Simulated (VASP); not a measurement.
A run of VASP 6.6.1 is set up as follows.

Contents of INCAR:

```
PREC     = Accurate       # precision mode
ENCUT    = 520            # plane-wave cutoff, eV
EDIFF    = 1E-7           # SCF threshold, eV
ISMEAR   = 0              # smearing method
SIGMA    = 0.1            # smearing width, eV
LREAL    = F              # projectors in reciprocal space
LASPH    = T              # aspherical terms in the spheres
NELM     = 150            # most SCF steps
ALGO     = Normal         # electronic algorithm
ISIF     = 2              # what is computed and relaxed
LWAVE    = F              # write WAVECAR
LCHARG   = F              # write CHGCAR
ISPIN    = 2              # spin polarisation
MAGMOM   = 2.12 2.12 0 0 0 0 # initial moments
LORBIT   = 11             # projections on sites
LMAXMIX  = 4              # l up to which the mixer works
GGA      = PE             # functional
NBANDS   = 35             # bands
```

The input KPOINTS:

```
regular mesh
0
Gamma
  6 6 4
```

File POSCAR:

```
Mn2AlP3
1.0
    3.3385056056      0.0000000000      0.0000000000
    0.0000000000      3.3385056056      0.0000000000
    0.0000000000      0.0000000000      7.0635252684
Mn Al P
2 1 3
Direct
    0.0000000000      0.5000000000      0.7289605116
    0.5000000000      0.0000000000      0.2710394884
    0.0000000000      0.0000000000      0.0000000000
    0.5000000000      0.5000000000      0.0000000000
    0.0000000000      0.5000000000      0.3918213558
    0.5000000000      0.0000000000      0.6081786442
```

Potentials or basis: VASP PAW PBE potentials, release 64 (Mn_pv, Al, P).

Command:

```bash
$ cat potpaw_PBE.64/Mn_pv/POTCAR potpaw_PBE.64/Al/POTCAR potpaw_PBE.64/P/POTCAR > POTCAR
$ mpirun -np 1 vasp_std > vasp.out
```

Problem. What does it give for the largest force?

Solution. 0.028 eV/Å.

Problem. What does it give for the site moments?

Solution. Mn +2.00; Al -0.04; P +0.03, -0.08 (each value once) μB.

Problem. Predict the net moment.

Solution. 3.77 μB per cell.

Problem. Predict the pressure.

Solution. 0.1 GPa.

Forces in eV/Å, atoms in the order of the input:
```
Mn   0.000  0.000 -0.028
Mn   0.000  0.000  0.028
Al   0.000  0.000  0.000
P    0.000  0.000  0.000
P    0.000  0.000 -0.014
P    0.000  0.000  0.014
```

Caveat: only a ferromagnetic start was run, and an antiferromagnetic order may lie lower in energy.
